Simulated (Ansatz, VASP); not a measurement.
## CdS2O2: VASP beside Ansatz

```
Cd S O
1.0
    -2.26110    2.26110    4.37098
     2.26110   -2.26110    4.37098
     2.26110    2.26110   -4.37098
Cd S O
1 2 2
Direct
  0.00000 0.00000 0.00000
  0.25000 0.75000 0.50000
  0.75000 0.25000 0.50000
  0.75882 0.75882 0.00000
  0.24118 0.24118 0.00000
```

Change from the starting cell: species swapped into the LaSi2Ru2 type (I4/mmm, No. 139).

Alike in both runs: functional PBE; k mesh 6 × 6 × 6; occupations gaussian, width 0.1 eV; no spin polarisation.

Ansatz relaxed the structure, and its values are those at the end. VASP's run is a single point on that final structure, the one shown.

|  | VASP | Ansatz |
| --- | --- | --- |
| version | VASP 6.6.1 | Ansatz 0.2.0 |
| potentials or method | VASP PAW PBE potentials, release 64 (Cd, S, O), cutoff 520 eV | scalar-relativistic, plane waves, PAW |
| valence electrons in the cell | 36 | 44 |

Ansatz gave:

```
gap on the k mesh at the Fermi level (eV) : none
pressure (GPa)                            : 0.1
rms of the force components (eV/Å)        : 0.001
```

Problem. Which values does VASP return?

Solution. gap on the k mesh at the Fermi level (eV): none; pressure (GPa): 0.4; rms of the force components (eV/Å): 0.055.

A gap of «none» marks a metal or a gap that the smearing closes. With one functional, cell and mesh, what is left measures potentials, basis and numerics. VASP's potentials hold 36 valence electrons a cell and Ansatz's 44, so a difference there can come from the potentials and not from the codes.
